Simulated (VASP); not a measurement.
A run of VASP 6.6.1:

INCAR

```
SYSTEM = NiCl3
PREC = Accurate
ENCUT = 520
EDIFF = 1E-6
ISMEAR = 0
SIGMA = 0.05
LREAL = .False.
LASPH = .True.
NELM = 150
ALGO = Normal
ISIF = 2
LWAVE = .False.
LCHARG = .False.
ISPIN = 2
MAGMOM = 0.61 0 0 0
LORBIT = 11
LMAXMIX = 4
GGA = PS
NBANDS = 28
```

File KPOINTS:

```
regular mesh
0
Gamma
  6 6 6
  0 0 0
```

The input POSCAR:

```
NiCl3
1.0
    4.7490586127      0.0000000000      0.0000000000
    0.0000000000      4.7490586127      0.0000000000
    0.0000000000      0.0000000000      4.7490586127
Ni Cl
1 3
Direct
    0.0000000000      0.0000000000      0.0000000000
    0.5000000000      0.0000000000      0.0000000000
    0.0000000000      0.0000000000      0.5000000000
    0.0000000000      0.5000000000      0.0000000000
```

Potentials or basis: VASP PAW PBE potentials, release 64 (Ni, Cl).

The run is started by

```bash
$ cat potpaw_PBE.64/Ni/POTCAR potpaw_PBE.64/Cl/POTCAR > POTCAR
$ mpirun -np 1 vasp_std > vasp.out
```

Hardware: 1 thread of Oxide Virtual Turin-like Processor, on a shared host.

**Question.** Estimate the wall time of this run.

**Answer.** Wall time 3.4 min on 1 thread of Oxide Virtual Turin-like Processor, with other jobs on the host, peak memory 0.25 GiB. Counts: scf iterations 20, k points 20.
